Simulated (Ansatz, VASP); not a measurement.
# InP: VASP beside Ansatz

INCAR

```
ALGO     = Normal         # electronic algorithm
EDIFF    = 1E-7           # SCF threshold, eV
EDIFFG   = -0.002         # ionic threshold
ENCUT    = 500            # plane-wave cutoff, eV
GGA      = PE             # functional
GGA_COMPAT= False        
IBRION   = 2              # ionic algorithm
ISIF     = 3              # what is computed and relaxed
ISMEAR   = 0              # smearing method
LASPH    = True           # aspherical terms in the spheres
LCHARG   = False          # write CHGCAR
LREAL    = False          # projectors in reciprocal space
LWAVE    = False          # write WAVECAR
NELM     = 120            # most SCF steps
NELMIN   = 4            
NSW      = 100            # ionic steps
PREC     = Accurate       # precision mode
SIGMA    = 0.02           # smearing width, eV
```

The input KPOINTS:

```
k-points
0
Gamma
  10 10 10
```

File POSCAR:

```
InP
1.0
    0.0000000000      2.9798370697      2.9798370697
    2.9798370697      0.0000000000      2.9798370697
    2.9798370697      2.9798370697      0.0000000000
In P
1 1
Direct
    0.0000000000      0.0000000000      0.0000000000
    0.2500000000      0.2500000000      0.2500000000
```

Input for Ansatz:

```yaml
crystal:
  lattice:
    - [0.0, 2.9798370697, 2.9798370697]
    - [2.9798370697, 0.0, 2.9798370697]
    - [2.9798370697, 2.9798370697, 0.0]
  atoms:
    - { symbol: In, position: [0.0, 0.0, 0.0] }
    - { symbol: P, position: [0.25, 0.25, 0.25] }
basis:
  ecutwfc: 420
kpoints:
  mp_grid: { grid: [10, 10, 10] }
hamiltonian:
  xc: pbe
scf:
  occupations: { method: gaussian, width: 0.02 }
output:
  forces: true
  stress: true
  eigenvalues: true
  write_density: true
  write_potential: true
  elf: true
  volumetric_format: npy
relax:
  adjacent_minimum: "off"
  f_tol: 0.002
  max_steps: 80
  cell: { stress_tol: 0.02 }
```

Alike in both runs: task relaxation of cell and atoms; functional PBE; k mesh 10 × 10 × 10; occupations gaussian, width 0.02 eV; no spin polarisation.

|  | VASP | Ansatz |
| --- | --- | --- |
| version | VASP 6.6.1 | Ansatz 0.2.0 |
| potentials or method | VASP PAW PBE potentials, release 64 (In_d, P), cutoff 500 eV | scalar-relativistic, plane waves, PAW |
| valence electrons in the cell | 18 | 18 |

```tsv
	VASP	Ansatz	Ansatz less VASP
gap on the k mesh at the Fermi level, each at its own relaxed structure (eV)	0.44	0.44	-0.002
relaxed volume (Å³/atom)	26.44	26.46	+0.023
relaxed cell length with the largest relative difference (Å)	4.213	4.214	+0.0012
```
